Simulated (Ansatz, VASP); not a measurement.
## In in VASP and in Ansatz

File INCAR:

```
  PREC = Accurate
  ENCUT = 520
  EDIFF = 1E-7
  ISMEAR = -1
  SIGMA = 0.05
  LREAL = F
  LASPH = T
  NELM = 60
  ALGO = Normal
  ISIF = 2
  LWAVE = F
  LCHARG = F
  GGA = CA
  NBANDS = 20
```

Contents of KPOINTS:

```
Automatic mesh
0
Gamma
  12 12 12
```

File POSCAR:

```
In
1.0
    0.0000000000      2.3808563258      2.3808563258
    2.3808563258      0.0000000000      2.3808563258
    2.3808563258      2.3808563258      0.0000000000
In
2
Direct
   -0.1250000000     -0.1250000000     -0.1250000000
    0.1250000000      0.1250000000      0.1250000000
```

Input for Ansatz:

```yaml
crystal:
  lattice:
    - [0.0, 2.3808563258, 2.3808563258]
    - [2.3808563258, 0.0, 2.3808563258]
    - [2.3808563258, 2.3808563258, 0.0]
  atoms:
    - { symbol: In, position: [-0.125, -0.125, -0.125] }
    - { symbol: In, position: [0.125, 0.125, 0.125] }
kpoints:
  mp_grid: { grid: [12, 12, 12] }
  band_path:
    path:
      - [0.0, 0.0, 0.0]
      - [0.5, 0.0, 0.5]
      - [0.625, 0.25, 0.625]
      - [0.375, 0.375, 0.75]
      - [0.0, 0.0, 0.0]
      - [0.5, 0.5, 0.5]
      - [0.5, 0.25, 0.75]
      - [0.5, 0.0, 0.5]
    npoints: 8
scf:
  occupations: { method: fermi_dirac, width: 0.05 }
hamiltonian:
  xc: lda
  pseudopotentials: { kind: paw }
output:
  forces: true
  stress: true
  eigenvalues: true
  populations: true
  dos: { projected: true, de: 0.2, e_range: [-14, 8] }
```

Change from the starting cell: volume scaled by 0.4, PAW files.

Alike in both runs: task single point; functional LDA; k mesh 12 × 12 × 12; occupations fermi-dirac, width 0.05 eV; no spin polarisation.

|  | VASP | Ansatz |
| --- | --- | --- |
| version | VASP 6.6.1 | Ansatz 0.2.0 |
| potentials or method | VASP PAW LDA potentials, release 64 (In_d) | PAW with Ansatz's default frozen-core files, scalar-relativistic |
| plane-wave cutoff (eV) | 520 | 420 |
| valence electrons in the cell | 26 | 26 |

Ansatz gave:

| Quantity | Value |
| --- | --- |
| pressure (GPa) | 285.9 |

Question: Estimate VASP's values.

Answer: Pressure (GPa): 289.4.

LDA's correlation is that of Perdew and Zunger in VASP and of Perdew and Wang (1992) in Ansatz. Both programs put the cell under a high pressure, so it lies far from rest at this level.

Noted on VASP's run: the cell as given lies far from equilibrium.
